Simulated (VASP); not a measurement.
# Li2Se (Fm-3m) in VASP: further runs, part 2 of 2

VASP 6.6.1.

## 5. Relaxation of the atoms, r2SCAN

This run uses another cell than the first one, of 17.87 Å³/atom.

POSCAR reads:

```
Li2Se
1.0
    0.0000000000      2.9927814600      2.9927814600
    2.9927814600      0.0000000000      2.9927814600
    2.9927814600      2.9927814600      0.0000000000
Li Se
2 1
Direct
    0.2500000000      0.2500000000      0.2500000000
    0.7500000000      0.7500000000      0.7500000000
    0.0000000000      0.0000000000      0.0000000000
```

INCAR.step1 reads:

```
ALGO = Normal
EDIFF = 1E-5
EDIFFG = -0.01
ENCUT = 720
GGA = PE
GGA_COMPAT = False
IBRION = 2
ISMEAR = -1
LASPH = True
LCHARG = False
LREAL = False
LWAVE = True
NELM = 120
NELMIN = 4
NSW = 100
PREC = Accurate
SIGMA = 0.02
```

INCAR.step2 reads:

```
ALGO = Normal
EDIFF = 1E-7
EDIFFG = -0.01
ENCUT = 720
GGA_COMPAT = False
IBRION = 2
ISIF = 2
ISMEAR = -1
ISTART = 1
LASPH = True
LCHARG = False
LMIXTAU = True
LREAL = False
LWAVE = False
METAGGA = R2SCAN
NELM = 120
NELMIN = 4
NSW = 50
PREC = Accurate
SIGMA = 0.02
```

KPOINTS reads:

```
k-points
0
Gamma
  8 8 8
```

Potentials or basis: VASP PAW PBE potentials, release 64 (Li_sv, Se).

Launch:

```
$ cat potpaw_PBE.64/Li_sv/POTCAR potpaw_PBE.64/Se/POTCAR > POTCAR
$ cp INCAR.step1 INCAR
$ mpirun -np 1 vasp_std > vasp.out
$ cp INCAR.step2 INCAR
$ mpirun -np 1 vasp_std > vasp.out
```

OUTCAR:

```text
EDIFF = 1E-7
   EDIFFG = -0.01
   ENCUT = 720
   IBRION = 2
   ISIF = 2
   ISMEAR = -1
   ISTART = 1
   LASPH = True
   LREAL = False
   METAGGA = R2SCAN
   NELM = 120
   NELMIN = 4
   NSW = 50
   PREC = Accurate

 ion  position               nearest neighbor table
   1  0.250  0.250  0.250-   3 2.59   3 2.59   3 2.59   3 2.59
   2  0.750  0.750  0.750-   3 2.59   3 2.59   3 2.59   3 2.59
   3  0.000  0.000  0.000-   2 2.59   2 2.59   2 2.59   1 2.59   2 2.59   1 2.59   1 2.59   1 2.59

  LATTYP: Found a face centered cubic cell.
[... 509 lines left out ...]
  Direction    XX          YY          ZZ          XY          YZ          ZX
  --------------------------------------------------------------------------------------
  -------------------------------------------------------------------------------------
  Total       -0.0639656     -0.0639656     -0.0639656     -0.0000000      0.0000000      0.0000000
  in kB       -1.9116235     -1.9116235     -1.9116235     -0.0000000      0.0000000      0.0000000
  external PRESSURE =      -1.9116235 kB  Pullay stress =       0.0000000 kB

 VOLUME and BASIS-vectors are now :
 -----------------------------------------------------------------------------
  energy-cutoff  :      720.00
  volume of cell :       53.61
      direct lattice vectors                 reciprocal lattice vectors
     0.000000000  2.992781460  2.992781460    -0.167068664  0.167068664  0.167068664
     2.992781460  0.000000000  2.992781460     0.167068664 -0.167068664  0.167068664
     2.992781460  2.992781460  0.000000000     0.167068664  0.167068664 -0.167068664

 POSITION                                       TOTAL-FORCE (eV/Angst)
 -----------------------------------------------------------------------------------
      1.49639      1.49639      1.49639         0.000000      0.000000      0.000000
      4.48917      4.48917      4.48917        -0.000000     -0.000000     -0.000000
      0.00000      0.00000      0.00000         0.000000     -0.000000      0.000000
 -----------------------------------------------------------------------------------
    total drift:                                0.000000     -0.000000      0.000000

  FREE ENERGIE OF THE ION-ELECTRON SYSTEM (eV)
  ---------------------------------------------------
  free  energy   TOTEN  =       -23.4398829278 eV

  energy  without entropy=      -23.4398829278  energy(sigma->0) =      -23.43988293

 reached required accuracy - stopping structural energy minimisation
```

OUTCAR.step1:

```text
EDIFF = 1E-5
   EDIFFG = -0.01
   ENCUT = 720
   GGA = PE
   IBRION = 2
   ISMEAR = -1
   LASPH = True
   LREAL = False
   NELM = 120
[... 538 lines left out ...]
      4.48917      4.48917      4.48917         0.000000     -0.000000     -0.000000
      0.00000      0.00000      0.00000        -0.000000      0.000000      0.000000
 -----------------------------------------------------------------------------------
    total drift:                                0.000000     -0.000000      0.000000

  FREE ENERGIE OF THE ION-ELECTRON SYSTEM (eV)
  ---------------------------------------------------
  free  energy   TOTEN  =       -11.1306211852 eV

  energy  without entropy=      -11.1306211852  energy(sigma->0) =      -11.13062119

 reached required accuracy - stopping structural energy minimisation
```

OSZICAR.step1:

```text
N       E                     dE             d eps       ncg     rms          rms(c)
DAV:   1     0.435580490752E+02    0.43558E+02   -0.71452E+03   580   0.150E+03
DAV:   2    -0.521073483465E+01   -0.48769E+02   -0.46830E+02   742   0.210E+02
DAV:   3    -0.110609922991E+02   -0.58503E+01   -0.58340E+01   994   0.578E+01
DAV:   4    -0.113064912167E+02   -0.24550E+00   -0.24525E+00   874   0.128E+01
DAV:   5    -0.113113672841E+02   -0.48761E-02   -0.48758E-02   864   0.159E+00    0.276E+00
DAV:   6    -0.111363263735E+02    0.17504E+00   -0.31628E-01   634   0.248E+00    0.173E+00
DAV:   7    -0.111224451720E+02    0.13881E-01   -0.15592E-01   774   0.192E+00    0.730E-01
DAV:   8    -0.111302110756E+02   -0.77659E-02   -0.21783E-02   742   0.103E+00    0.204E-01
DAV:   9    -0.111302903624E+02   -0.79287E-04   -0.14059E-03   822   0.214E-01    0.969E-02
DAV:  10    -0.111306201359E+02   -0.32977E-03   -0.61914E-04   622   0.154E-01    0.376E-02
DAV:  11    -0.111306211852E+02   -0.10493E-05   -0.26742E-05   772   0.381E-02
   1 F= -.11130621E+02 E0= -.11130621E+02  d E =-.111306E+02
```

It took 1.9 min on 1 thread of Oxide Virtual Turin-like, shared host; peak memory 0.23 GiB.

Results:

* Free energy: -23.4399 eV
* Pressure after relaxing: -0.2 GPa
* Band gap on the k mesh: 3.46 eV (least direct gap 4.18 eV)

Final structure:
```
CELL_PARAMETERS angstrom
0.00000 2.99278 2.99278
2.99278 0.00000 2.99278
2.99278 2.99278 0.00000
ATOMIC_POSITIONS crystal
Li 0.25000 0.25000 0.25000
Li 0.75000 0.75000 0.75000
Se 0.00000 0.00000 0.00000
```

Caveat: the relaxation stopped at its first step, so nothing moved; the PAW data sets were made with another functional, which shifts forces and pressure a little.

## 6. Relaxation of the atoms, r2SCAN

This run uses another cell than the first one, of 18.23 Å³/atom.

POSCAR reads:

```
Li2Se
1.0
    0.0000000000      3.0126017800      3.0126017800
    3.0126017800      0.0000000000      3.0126017800
    3.0126017800      3.0126017800      0.0000000000
Li Se
2 1
Direct
    0.2500000000      0.2500000000      0.2500000000
    0.7500000000      0.7500000000      0.7500000000
    0.0000000000      0.0000000000      0.0000000000
```

INCAR.step1 reads:

```
SYSTEM = Li2Se
  PREC = Accurate
  ENCUT = 720
  ISMEAR = -1
  SIGMA = 0.02
  LREAL = .False.
  LASPH = .True.
  NELM = 120
  GGA = PE
  ALGO = Normal
  EDIFF = 1E-5
  LWAVE = .True.
  LCHARG = .False.
  GGA_COMPAT = .False.
  IBRION = 2
  EDIFFG = -0.01
  NELMIN = 4
  NSW = 100
```

INCAR.step2 reads:

```
SYSTEM = Li2Se
  PREC = Accurate
  ENCUT = 720
  EDIFF = 1E-7
  ISMEAR = -1
  SIGMA = 0.02
  LREAL = .False.
  LASPH = .True.
  NELM = 120
  ALGO = Normal
  ISIF = 2
  LWAVE = .False.
  LCHARG = .False.
  METAGGA = R2SCAN
  LMIXTAU = .True.
  IBRION = 2
  NSW = 50
  EDIFFG = -0.01
  ISTART = 1
  GGA_COMPAT = .False.
  NELMIN = 4
```

KPOINTS reads:

```
Automatic mesh
0
Gamma
  8 8 8
  0 0 0
```

Potentials or basis: VASP PAW PBE potentials, release 64 (Li_sv, Se).

Launch:

```
$ cat potpaw_PBE.64/Li_sv/POTCAR potpaw_PBE.64/Se/POTCAR > POTCAR
$ cp INCAR.step1 INCAR
$ mpirun -np 1 vasp_std > vasp.out
$ cp INCAR.step2 INCAR
$ mpirun -np 1 vasp_std > vasp.out
```

It took 3.6 min on 1 thread of Oxide Virtual Turin-like, shared host; peak memory 0.23 GiB.

The run converged. Its results:

| Item | Value |
| --- | --- |
| Free energy | -23.4367 eV |
| Pressure after relaxing | -0.9 GPa |
| Band gap on the k mesh | 3.47 eV (least direct gap 4.09 eV) |

Final structure:
```xyz
3
Lattice="0.0000 3.0126 3.0126 3.0126 0.0000 3.0126 3.0126 3.0126 0.0000" Properties=species:S:1:pos:R:3 pbc="T T T"
Li    1.5063    1.5063    1.5063
Li    4.5189    4.5189    4.5189
Se    0.0000    0.0000    0.0000
```

Levels at points of the mesh, in eV from the valence-band top:
| k point | band 3 | band 4 | band 5 | band 6 | band 7 | band 8 | band 9 | band 10 |
| --- | --- | --- | --- | --- | --- | --- | --- | --- |
| (0.00, 0.00, 0.00) | -11.74 | 0.00 | 0.00 | 0.00 | 4.09 | 6.30 | 6.30 | 6.30 |
| (0.50, 0.00, 0.00) | -11.37 | -2.85 | -0.51 | -0.51 | 5.90 | 6.59 | 6.59 | 8.56 |
| (0.50, 0.50, 0.00) | -11.26 | -2.23 | -1.41 | -1.41 | 3.47 | 6.95 | 11.24 | 11.24 |

Caveat: the relaxation stopped at its first step, so nothing moved; the PAW data sets were made with another functional, which shifts forces and pressure a little. r2SCAN opens gaps a little over a GGA but as a rule still falls short of measured ones.

## 7. Relaxation of the atoms, r2SCAN

This run uses another cell than the first one, of 18.59 Å³/atom.

POSCAR reads:

```
Li2Se
1.0
    0.0000000000      3.0321646800      3.0321646800
    3.0321646800      0.0000000000      3.0321646800
    3.0321646800      3.0321646800      0.0000000000
Li Se
2 1
Direct
    0.2500000000      0.2500000000      0.2500000000
    0.7500000000      0.7500000000      0.7500000000
    0.0000000000      0.0000000000      0.0000000000
```

INCAR.step1 reads:

```
SYSTEM = Li2Se
ALGO = Normal
EDIFF = 1E-5
EDIFFG = -0.01
ENCUT = 720
GGA = PE
GGA_COMPAT = .FALSE.
IBRION = 2
ISMEAR = -1
LASPH = .TRUE.
LCHARG = .FALSE.
LREAL = .FALSE.
LWAVE = .TRUE.
NELM = 120
NELMIN = 4
NSW = 100
PREC = Accurate
SIGMA = 0.02
```

INCAR.step2 reads:

```
SYSTEM = Li2Se
ALGO = Normal
EDIFF = 1E-7
EDIFFG = -0.01
ENCUT = 720
GGA_COMPAT = .FALSE.
IBRION = 2
ISIF = 2
ISMEAR = -1
ISTART = 1
LASPH = .TRUE.
LCHARG = .FALSE.
LMIXTAU = .TRUE.
LREAL = .FALSE.
LWAVE = .FALSE.
METAGGA = R2SCAN
NELM = 120
NELMIN = 4
NSW = 50
PREC = Accurate
SIGMA = 0.02
```

KPOINTS reads:

```
k-points
0
G
  8 8 8
  0 0 0
```

Launch:

```
$ cat potpaw_PBE.64/Li_sv/POTCAR potpaw_PBE.64/Se/POTCAR > POTCAR
$ cp INCAR.step1 INCAR
$ mpirun -np 1 vasp_std > vasp.out
$ cp INCAR.step2 INCAR
$ mpirun -np 1 vasp_std > vasp.out
```

It took 3.6 min on 1 thread of Oxide Virtual Turin-like, shared host; peak memory 0.23 GiB.

Results (log left out):

- Free energy: -23.4291 eV
- Pressure after relaxing: -1.5 GPa
- Band gap on the k mesh: 3.48 eV (least direct gap 4.00 eV)

Final structure:
```
Li Se
1.0
     0.00000    3.03216    3.03216
     3.03216    0.00000    3.03216
     3.03216    3.03216    0.00000
Li Se
2 1
Direct
  0.25000 0.25000 0.25000
  0.75000 0.75000 0.75000
  0.00000 0.00000 0.00000
```

Levels at points of the mesh, in eV from the valence-band top:
| k point | band 2 | band 3 | band 4 | band 5 | band 6 | band 7 | band 8 | band 9 | band 10 |
| --- | --- | --- | --- | --- | --- | --- | --- | --- | --- |
| (0.00, 0.00, 0.00) | -46.19 | -11.69 | 0.00 | 0.00 | 0.00 | 4.00 | 6.29 | 6.29 | 6.29 |
| (0.50, 0.00, 0.00) | -46.20 | -11.34 | -2.79 | -0.50 | -0.50 | 5.82 | 6.57 | 6.57 | 8.47 |
| (0.50, 0.50, 0.00) | -46.19 | -11.23 | -2.18 | -1.38 | -1.38 | 3.48 | 6.89 | 11.10 | 11.10 |

Caveat: the relaxation stopped at its first step, so nothing moved; the PAW data sets were made with another functional, which shifts forces and pressure a little.

## 8. Summary

| cell | gap on the mesh (eV) | pressure (GPa) |
| --- | --- | --- |
| atoms relaxed from a = 4.146 Å, angles 60.0°, 3 atoms | 3.41 | 2.3 |
| atoms relaxed from a = 4.175 Å, angles 60.0°, 3 atoms | 3.42 | 1.4 |
| atoms relaxed from a = 4.204 Å, angles 60.0°, 3 atoms | 3.44 | 0.6 |
| atoms relaxed from a = 4.232 Å, angles 60.0°, 3 atoms | 3.46 | -0.2 |
| atoms relaxed from a = 4.260 Å, angles 60.0°, 3 atoms | 3.47 | -0.9 |
| atoms relaxed from a = 4.288 Å, angles 60.0°, 3 atoms | 3.48 | -1.5 |

Alike in all rows: task relaxation of the atoms; level r2SCAN; potentials or basis VASP PAW PBE potentials, release 64 (Li_sv, Se); no spin polarisation; k mesh 8 × 8 × 8; cutoff (eV) 720; smearing fermi-dirac 0.02 eV.

Caveats: the relaxation stopped at its first step, so nothing moved; the PAW data sets were made with another functional, which shifts forces and pressure a little.

Absolute energies hang on the potentials; compare differences alone.
